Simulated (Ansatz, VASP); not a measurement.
## One calculation of SiC, two programs

```
CELL_PARAMETERS angstrom
0.00000 2.18986 2.18986
2.18986 0.00000 2.18986
2.18986 2.18986 0.00000
ATOMIC_POSITIONS crystal
Si 0.00000 0.00000 0.00000
C 0.25000 0.25000 0.25000
```

Alike in both runs: task single point; functional r2SCAN; k mesh 10 × 10 × 10; occupations gaussian, width 0.02 eV; no spin polarisation.

|  | VASP | Ansatz |
| --- | --- | --- |
| version | VASP 6.6.1 | Ansatz 0.2.0 |
| potentials or method | VASP PAW PBE potentials, release 64 (Si, C), cutoff 660 eV | scalar-relativistic, plane waves, PAW |
| valence electrons in the cell | 8 | 8 |

|  | VASP | Ansatz | Ansatz less VASP |
| --- | --- | --- | --- |
| gap on the k mesh at the Fermi level (eV) | 1.74 | 1.72 | -0.015 |
| least direct gap on the mesh (eV) | 5.04 | 5.03 | -0.009 |
| pressure (GPa) | -3.9 | -3.5 | +0.41 |

VASP's potentials were made for PBE, not for r2SCAN. The functional is the same, so the differences come from potentials, cutoffs and numerics.
